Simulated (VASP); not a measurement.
# Sc8H in VASP: a series of runs, part 2 of 3

VASP 6.6.1. The steps go on from the part before.

### 4 Single point, PBE

The input, INCAR:

```
  ALGO = Normal
  DIPOL = 0.5 0.5 0.319
  EDIFF = 1E-7
  ENCUT = 520
  GGA = PE
  IDIPOL = 3
  ISIF = 2
  ISMEAR = 0
  LASPH = T
  LCHARG = F
  LDIPOL = T
  LREAL = F
  LWAVE = F
  NBANDS = 54
  NELM = 80
  PREC = Accurate
  SIGMA = 0.1
```

The input, KPOINTS:

```
k-points
0
Gamma
  4 5 1
```

The input, POSCAR:

```
Sc8H
1.0
    6.6389479791      0.0000000000      0.0000000000
    0.0000000000      5.1626219083      0.0000000000
    0.0000000000      0.0000000000     19.1132872497
Sc H
8 1
Direct
    0.0000000000      0.7500000000      0.2092784955
    0.5000000000      0.7500000000      0.2092784955
    0.2500000000      0.2500000000      0.2594137541
    0.7500000000      0.2500000000      0.2594137541
    0.2500000000      0.7500000000      0.3452852846
    0.7500000000      0.7500000000      0.3452852846
    0.0000000000      0.2500000000      0.3983243254
    0.5000000000      0.2500000000      0.3983243254
    0.2500000000      0.3750000000      0.4473409592
```

Potentials or basis: VASP PAW PBE potentials, release 64 (Sc_sv, H).

Command:

```
cat potpaw_PBE.64/Sc_sv/POTCAR potpaw_PBE.64/H/POTCAR > POTCAR
mpirun -np 1 vasp_std > vasp.out
```

OUTCAR:

```text
EDIFF = 1E-7
   ENCUT = 520
   GGA = PE
   ISIF = 2
   ISMEAR = 0
   LASPH = T
   LREAL = F
   NELM = 80
   PREC = Accurate

 ion  position               nearest neighbor table
   1  0.000  0.750  0.209-   5 3.08   6 3.08   3 3.21   4 3.21   3 3.21   4 3.21   2 3.32   2 3.32

   2  0.500  0.750  0.209-   5 3.08   6 3.08   3 3.21   4 3.21   3 3.21   4 3.21   1 3.32   1 3.32

   3  0.250  0.250  0.259-   5 3.06   5 3.06   8 3.13   7 3.13   1 3.21   1 3.21   2 3.21   2 3.21
                             4 3.32   4 3.32
   4  0.750  0.250  0.259-   6 3.06   6 3.06   8 3.13   7 3.13   1 3.21   1 3.21   2 3.21   2 3.21
                             3 3.32   3 3.32
   5  0.250  0.750  0.345-   3 3.06   3 3.06   1 3.08   2 3.08   8 3.23   7 3.23   7 3.23   8 3.23
                             6 3.32   6 3.32
   6  0.750  0.750  0.345-   4 3.06   4 3.06   1 3.08   2 3.08   8 3.23   7 3.23   7 3.23   8 3.23
                             5 3.32   5 3.32
   7  0.000  0.250  0.398-   9 2.01   4 3.13   3 3.13   6 3.23   5 3.23   5 3.23   6 3.23   8 3.32
                             8 3.32
   8  0.500  0.250  0.398-   9 2.01   4 3.13   3 3.13   6 3.23   5 3.23   5 3.23   6 3.23   7 3.32
                             7 3.32
   9  0.250  0.375  0.447-   7 2.01   8 2.01

  LATTYP: Found a simple orthorhombic cell.
 ALAT       =     5.1626219083
 B/A-ratio  =     1.2859643989
 C/A-ratio  =     3.7022442451

  Lattice vectors:

 A1 = (   0.0000000000,  -5.1626219083,   0.0000000000)
 A2 = (   6.6389479791,   0.0000000000,   0.0000000000)
 A3 = (   0.0000000000,   0.0000000000,  19.1132872497)

Analysis of symmetry for initial positions (statically):
=====================================================================
 Subroutine PRICEL returns:
 Original cell was already a primitive cell.

 Routine SETGRP: Setting up the symmetry group for a
 simple orthorhombic supercell.

 Subroutine GETGRP returns: Found  2 space group operations
 (whereof  1 operations were pure point group operations)
 out of a pool of  8 trial point group operations.

The static configuration has the point symmetry C_1 .
 The point group associated with its full space group is C_1h.

Analysis of symmetry for dynamics (positions and initial velocities):
=====================================================================
 Subroutine PRICEL returns:
 Original cell was already a primitive cell.

 Routine SETGRP: Setting up the symmetry group for a
 simple orthorhombic supercell.

 Subroutine GETGRP returns: Found  2 space group operations
 (whereof  1 operations were pure point group operations)
 out of a pool of  8 trial point group operations.

The dynamic configuration has the point symmetry C_1 .
 The point group associated with its full space group is C_1h.

 Subroutine INISYM returns: Found  2 space group operations
 (whereof  1 operations are pure point group operations),
 and found     1 'primitive' translations

----------------------------------------------------------------------------------------

                                     Primitive cell

  volume of cell :     655.0960

  direct lattice vectors                    reciprocal lattice vectors
     6.638947979  0.000000000  0.000000000     0.150626274  0.000000000  0.000000000
[... 72 lines left out ...]
   NGX,Y,Z   is equivalent  to a cutoff of  12.52, 12.88, 12.53 a.u.
   NGXF,Y,Z  is equivalent  to a cutoff of  25.04, 25.76, 25.05 a.u.
 SYSTEM =  unknown system
   PREC   = accura    normal or accurate (medium, high low for compatibility)
   ISTART =      0    job   : 0-new  1-cont  2-samecut
   ICHARG =      2    charge: 1-file 2-atom 10-const
   ISPIN  =      1    spin polarized calculation?
   LNONCOLLINEAR =      F non collinear calculations
   LSORBIT =      F    spin-orbit coupling
   LASPH  =      T    aspherical Exc in radial PAW
   ENCUT  =  520.0 eV  38.22 Ry    6.18 a.u.  12.34  9.60 35.54*2*pi/ulx,y,z
   NELM   =     80;   NELMIN=  2; NELMDL= -5     # of ELM steps
   EDIFF  = 0.1E-06   stopping-criterion for ELM
   LREAL  =      F    real-space projection
   EDIFFG = 0.1E-05   stopping-criterion for IOM
   NSW    =      0    number of steps for IOM
   IBRION =     -1    ionic relax: 0-MD 1-quasi-New 2-CG
   NFREE  =      0    steps in history (QN), initial steepest desc. (CG)
   ISIF   =      2    stress and relaxation
   ISYM   =      2    0-nonsym 1-usesym 2-fastsym
   POTIM  = 0.5000    time-step for ionic-motion
   TEBEG  =    0.0;   TEEND  =   0.0 temperature during run
   PSTRESS=    0.0 pullay stress
   NELECT =      89.0000    total number of electrons
   NUPDOWN=      -1.0000    fix difference up-down
   EMIN   =  10.00;   EMAX   =-10.00  energy-range for DOS
   EFERMI =   0.00;   METHOD = LEGACY
   ISMEAR =     0;   SIGMA  =   0.10  broadening in eV -4-tet -1-fermi 0-gaus
   EFERMI_NEDOS =   21; number of points for ismear=-14 and -15
   IALGO  =     38    algorithm
   IMIX   =      4    mixing-type and parameters
     AMIX     =   0.40;   BMIX     =  1.00
     AMIX_MAG =   1.60;   BMIX_MAG =  1.00
  volume/ion in A,a.u.               =      72.79       491.20
  Fermi-wavevector in a.u.,A,eV,Ry     =   0.841595  1.590384  9.636765  0.708282
  Thomas-Fermi vector in A             =   1.956165
   LORBIT       =      0    0 simple, 1 ext, 2 COOP (PROOUT), +10 PAW based schemes
   GGA     = PE    functional components
   LHFCALC =     F    Hartree Fock is set to
   AEXX    =    0.0000 exact exchange contribution
   IVDW    =     0    specifies the selected vdW correction
   LEPSILON=     F    determine dielectric tensor
   LRPA    =     F    only Hartree local field effects (RPA)
 non-spin polarized calculation
 Gauss-broadening in eV      SIGMA  =   0.10
  energy-cutoff  :      520.00
  volume of cell :      655.10
 maximum number of plane-waves:     17709
 NGX is ok and might be reduce to    50
   NGX = 25   NGY = 19   NGZ = 71

 dipolmoment           0.000000      0.000000     -0.436804 electrons x Angstroem

 number of electron      88.9999995 magnetization

 dipolmoment           0.000000      0.000000      0.011379 electrons x Angstroem

 Free energy of the ion-electron system (eV)
  ---------------------------------------------------
  ext. energy  EPLUGINS =         0.00000000
  ---------------------------------------------------
  free energy    TOTEN  =       -49.10930575 eV

  energy without entropy =      -49.02824460  energy(sigma->0) =      -49.06877518

 E-fermi :  -1.1976     XC(G=0):  -3.9536

 val. band max:       -1.2082120786   @ k =   0.5000   0.2000   0.0000
 cond. band min:      -1.1971480879   @ k =   0.2500   0.4000   0.0000
 fundamental gap:      0.0110639908
 Fermi energy:        -1.1976443636

 k-point     1 :       0.0000    0.0000    0.0000
  band No.  band energies     occupation
      1     -50.9984      2.00000
      2     -50.9804      2.00000
      3     -50.9344      2.00000
      4     -50.9161      2.00000
      5     -50.5770      2.00000
      6     -50.5339      2.00000
[... 502 lines left out ...]
     53      -0.3183      0.00000
     54      -0.2723      0.00000

------------------------ aborting loop because EDIFF is reached ----------------------------------------

 vacuum level on the upper side and lower side of the slab       (xc-potential included)        -0.103        -0.196

  FORCE on cell =-STRESS in cart. coord.  units (eV):
  Direction    XX          YY          ZZ          XY          YZ          ZX
  --------------------------------------------------------------------------------------
  -------------------------------------------------------------------------------------
  Total        0.4703162     -2.9257988      1.1455326      0.0000000      1.0141424      0.0000000
  in kB        1.1502588     -7.1556662      2.8016447      0.0000000      2.4803019      0.0000000
  external PRESSURE =      -1.0679209 kB  Pullay stress =       0.0000000 kB

 VOLUME and BASIS-vectors are now :
 -----------------------------------------------------------------------------
  energy-cutoff  :      520.00
  volume of cell :      655.10
      direct lattice vectors                 reciprocal lattice vectors
     6.638947979  0.000000000  0.000000000     0.150626274  0.000000000  0.000000000
     0.000000000  5.162621908  0.000000000     0.000000000  0.193700026  0.000000000
     0.000000000  0.000000000 19.113287250     0.000000000  0.000000000  0.052319624

 POSITION                                       TOTAL-FORCE (eV/Angst)
 -----------------------------------------------------------------------------------
      0.00000      3.87197      4.00000        -0.036783     -0.024415     -0.211740
      3.31947      3.87197      4.00000         0.036783     -0.024415     -0.211740
      1.65974      1.29066      4.95825         0.000000     -0.054364     -0.055104
      4.97921      1.29066      4.95825         0.000000      0.054599      0.051303
      1.65974      3.87197      6.59954         0.000000     -0.352939      0.383839
      4.97921      3.87197      6.59954         0.000000     -0.033167     -0.077736
      0.00000      1.29066      7.61329         0.468025     -0.021488      0.055730
      3.31947      1.29066      7.61329        -0.468025     -0.021488      0.055730
      1.65974      1.93598      8.55016         0.000000      0.477678      0.009719
 -----------------------------------------------------------------------------------
    total drift:                               -0.000000      0.000003      0.000246

  FREE ENERGIE OF THE ION-ELECTRON SYSTEM (eV)
  ---------------------------------------------------
  free  energy   TOTEN  =       -49.1093057518 eV

  energy  without entropy=      -49.0282446001  energy(sigma->0) =      -49.06877518

 vacuum level on the upper side and lower side of the slab         2.206         2.114
```

Run time: 8.3 min. Hardware: 1 thread of Intel Xeon 6975P-C (Granite Rapids), shared host; peak memory 0.69 GiB.

What came out:

```
Free energy            : -49.1093 eV
Largest force          : 0.521 eV/Å
Band gap on the k mesh : zero (an odd number of electrons rules out a gap without spin polarisation)
```

Forces in eV/Å, atoms in the order of the input:
```
Sc  -0.037 -0.024 -0.212
Sc   0.037 -0.024 -0.212
Sc   0.000 -0.054 -0.055
Sc   0.000  0.055  0.051
Sc   0.000 -0.353  0.384
Sc   0.000 -0.033 -0.078
Sc   0.468 -0.021  0.056
Sc  -0.468 -0.021  0.056
H    0.000  0.478  0.010
```

Levels at points of the mesh, in eV from the Fermi level:
```tsv
k point	band 42	band 43	band 44	band 45	band 46	band 47	band 48	band 49
(0.00, 0.00, 0.00)	-0.53	-0.36	-0.27	-0.13	-0.06	0.23	0.35	0.50
(0.50, 0.00, 0.00)	-0.43	-0.36	-0.17	-0.05	0.32	0.33	0.43	0.43
```

### 5 Single point, PBE

The input, INCAR:

```
  PREC = Accurate
  ENCUT = 520
  EDIFF = 1E-6
  ISMEAR = 0
  SIGMA = 0.1
  LREAL = F
  LASPH = T
  NELM = 60
  ALGO = Normal
  ISIF = 2
  LWAVE = F
  LCHARG = F
  LDIPOL = T
  IDIPOL = 3
  DIPOL = 0.5 0.5 0.318
  GGA = PE
  NBANDS = 54
```

The input, KPOINTS:

```
regular mesh
0
Gamma
  4 5 1
```

POSCAR: that of step 4 with these lines changed.

```diff
@@ -16,2 +16,2 @@
     0.5000000000      0.2500000000      0.3983243254
-    0.2500000000      0.3750000000      0.4473409592
+    0.1250000000      0.7500000000      0.4394473793
```

Command:

```
cat potpaw_PBE.64/Sc_sv/POTCAR potpaw_PBE.64/H/POTCAR > POTCAR
mpirun -np 1 vasp_std > vasp.out
```

Wall time 9.3 min (1 thread of Intel Xeon 6975P-C (Granite Rapids), shared host); peak memory 0.7 GiB.

The run converged. Its results:

```
Free energy            : -48.8522 eV
Largest force          : 0.698 eV/Å
Band gap on the k mesh : zero (an odd number of electrons rules out a gap without spin polarisation)
```

Forces in eV/Å, atoms in the order of the input:
```
Sc  -0.042  0.000 -0.222
Sc   0.052  0.000 -0.332
Sc  -0.034  0.000  0.219
Sc   0.002  0.000  0.293
Sc   0.259  0.000 -0.152
Sc   0.128  0.000  0.012
Sc   0.292  0.000  0.193
Sc   0.042  0.000 -0.022
H   -0.698  0.000  0.010
```

Levels at points of the mesh, in eV from the Fermi level:
```
           k point  band 43  band 44  band 45  band 46  band 47  band 48
(0.00, 0.00, 0.00)    -0.41    -0.27    -0.22     0.11     0.14     0.29
(0.50, 0.00, 0.00)    -0.42    -0.24     0.23     0.26     0.27     0.30
```

(Part 2 of 3 ends here.)

The gap in the log of VASP goes by the Fermi energy; the results here count the filled bands.